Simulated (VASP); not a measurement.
Wanted: the native input for a VASP 6.6.1 run.

| Quantity | Value |
| --- | --- |
| Task | single point |
| Functional | PBE |
| Dispersion | D3(BJ) |
| Potentials or basis | VASP PAW PBE potentials, release 64 (Al) |
| Cutoff | 520 eV |
| k mesh | 18 × 18 × 4 |
| Occupations | gaussian, width 0.15 eV |
| Spin | no spin polarisation |
| Dipole correction | no |
| Further INCAR settings | ALGO = Fast; EDIFF = 1e-07; NBANDS = 14 |

The structure of Al lies in POSCAR:

```
Al
1.0
    2.7392771904      0.0000000000      0.0000000000
   -1.3696385952      2.3722836349      0.0000000000
    0.0000000000      0.0000000000      9.2410470711
Al
4
Direct
   -0.1294048887      0.0000000000      0.0000000000
    0.3333333333      0.6666666667      0.2500000000
    0.1294048887      0.0000000000      0.5000000000
    0.6666666667      0.3333333333      0.7500000000
```

This cell differs from its parent crystal: atoms displaced along a vibrational mode, the cell strained.

One way to write it, as run:

INCAR

```
SYSTEM = Al
ALGO     = Fast           ! electronic algorithm
EDIFF    = 1E-7           ! SCF threshold, eV
ENCUT    = 520            ! plane-wave cutoff, eV
GGA      = PE             ! functional
ISIF     = 2              ! what is computed and relaxed
ISMEAR   = 0              ! smearing method
IVDW     = 12             ! dispersion correction
LASPH    = .TRUE.         ! aspherical terms in the spheres
LCHARG   = .FALSE.        ! write CHGCAR
LREAL    = .FALSE.        ! projectors in reciprocal space
LWAVE    = .FALSE.        ! write WAVECAR
NBANDS   = 14             ! bands
NELM     = 60             ! most SCF steps
PREC     = Accurate       ! precision mode
SIGMA    = 0.15           ! smearing width, eV
```

KPOINTS

```
k-points
0
G
  18 18 4
  0 0 0
```

Potentials or basis: VASP PAW PBE potentials, release 64 (Al).

Run with:

```sh
$ cat potpaw_PBE.64/Al/POTCAR > POTCAR
$ mpirun -np 1 vasp_std > vasp.out
```

It gave:

```
Pressure                   : 6.6 GPa
Largest force              : 0.337 eV/Å
Band gap on the k mesh     : zero (bands 6 and 7 overlap by 5.22 eV)
Dispersion energy per atom : -0.371 eV
```

Caveat: the cell differs from its parent crystal (atoms displaced along a vibrational mode, the cell strained); the cell stands under pressure.

Run time: 3.1 min on 1 thread of Intel Xeon 8259CL (shared host), peak memory 0.3 GiB.
